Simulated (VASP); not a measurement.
Write the native input for VASP 6.6.1 that does the following.

* Task: single point
* Functional: r2SCAN
* Potentials or basis: VASP PAW PBE potentials, release 64 (Ba_sv, Ti_sv, O)
* Cutoff: 520 eV
* k mesh: 8 × 8 × 8
* Occupations: gaussian, width 0.05 eV
* Spin: no spin polarisation
* Dipole correction: no
* Further INCAR settings: ALGO = Normal; EDIFF = 1e-06; NBANDS = 28

Crystal: BaTiO3.

```xyz
5
Lattice="3.9230 0.0307 -0.0346 0.0307 3.9995 -0.0078 -0.0346 -0.0078 3.9830" Properties=species:S:1:pos:R:3 pbc="T T T"
Ba    0.0464    0.0552   -0.0126
Ti    1.9005    1.9574    1.7941
O     1.8795    1.9762   -0.0298
O     1.9480    0.0171    2.0120
O     0.1043    2.0278    2.1471
```

This cell differs from its parent crystal: atoms moved at random and the cell strained at random.

The input as run:

POSCAR

```
BaTiO3
1.0
    3.9229624521      0.0307419996     -0.0346031593
    0.0307419996      3.9995296559     -0.0078470861
   -0.0346043222     -0.0078473498      3.9829681772
Ba Ti O
1 1 3
Direct
    0.0116822218      0.0137054945     -0.0030363175
    0.4846642452      0.4865688146      0.4556099335
    0.4752335152      0.4904392465     -0.0023971699
    0.5010455535      0.0014275001      0.5095111684
    0.0273744643      0.5078589443      0.5403123855
```

INCAR.step1

```
SYSTEM = BaTiO3
ALGO = Normal
EDIFF = 1E-4
ENCUT = 520
GGA = PE
ISMEAR = 0
LASPH = .TRUE.
LCHARG = .FALSE.
LREAL = .FALSE.
LWAVE = .TRUE.
NBANDS = 28
NELM = 60
PREC = Accurate
SIGMA = 0.05
```

INCAR.step2

```
SYSTEM = BaTiO3
ALGO = Normal
EDIFF = 1E-6
ENCUT = 520
ISIF = 2
ISMEAR = 0
ISTART = 1
LASPH = .TRUE.
LCHARG = .FALSE.
LMIXTAU = .TRUE.
LREAL = .FALSE.
LWAVE = .FALSE.
METAGGA = R2SCAN
NBANDS = 28
NELM = 60
PREC = Accurate
SIGMA = 0.05
```

KPOINTS

```
k-points
0
G
  8 8 8
  0 0 0
```

Potentials or basis: VASP PAW PBE potentials, release 64 (Ba_sv, Ti_sv, O).

Run with:

```sh
$ cat potpaw_PBE.64/Ba_sv/POTCAR potpaw_PBE.64/Ti_sv/POTCAR potpaw_PBE.64/O/POTCAR > POTCAR
$ cp INCAR.step1 INCAR
$ mpirun -np 1 vasp_std > vasp.out
$ cp INCAR.step2 INCAR
$ mpirun -np 1 vasp_std > vasp.out
```

Results of the run:

- Pressure: 10.0 GPa
- Largest force: 1.986 eV/Å
- Band gap on the k mesh: 2.63 eV (least direct gap 3.06 eV)

Caveat: the cell differs from its parent crystal (atoms moved at random and the cell strained at random); the stress differs along the axes, from 7 to 12 GPa; the PAW data sets were made with another functional, which shifts forces and pressure a little; spin-orbit coupling is left out, which moves the levels of the heavy elements.

Wall time 13 min on 1 thread of Intel(R) Xeon(R) 6975P-C (Granite Rapids) (shared host), peak memory 0.52 GiB.
